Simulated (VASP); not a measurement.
A run of VASP 6.6.1 is set up as follows.

Contents of INCAR:

```
SYSTEM = SnS2
ALGO = Normal
EDIFF = 1E-6
ENCUT = 500
GGA = PE
GGA_COMPAT = .False.
ISIF = 2
ISMEAR = 0
LASPH = .True.
LCHARG = .False.
LREAL = .False.
LWAVE = .False.
NBANDS = 20
NELM = 120
PREC = Accurate
SIGMA = 0.01
```

KPOINTS

```
k-points
0
Gamma
  6 6 4
  0 0 0
```

POSCAR

```
SnS2
1.0
    3.6607452510      0.0000000000      0.0000000000
   -1.8303726255      3.1702983842      0.0000000000
    0.0000000000      0.0000000000      5.9618843037
Sn S
1 2
Direct
    0.0000000000      0.0000000000      0.0000000000
    0.3333333333      0.6666666667      0.2455884213
    0.6666666667      0.3333333333      0.7544115787
```

Potentials or basis: VASP PAW PBE potentials, release 64 (Sn_d, S).

Run with:

```sh
$ cat potpaw_PBE.64/Sn_d/POTCAR potpaw_PBE.64/S/POTCAR > POTCAR
$ mpirun -np 1 vasp_std > vasp.out
```

Q: Estimate the band gap on the k mesh.

A: 1.51 eV, indirect (least direct gap 1.92 eV).

Q: What does it give for the pressure?

A: 3.0 GPa.

Q: Estimate the largest force.

A: 0.209 eV/Å.

Forces on the atoms (eV/Å):
```
Sn   0.000  0.000  0.000
S    0.000  0.000  0.209
S    0.000  0.000 -0.209
```

Caveat: spin-orbit coupling is left out, which moves the levels of the heavy elements; this functional lacks dispersion, which binds the layers, so the pressure and a relaxed spacing across them are unreliable. A k mesh can miss the band edges.
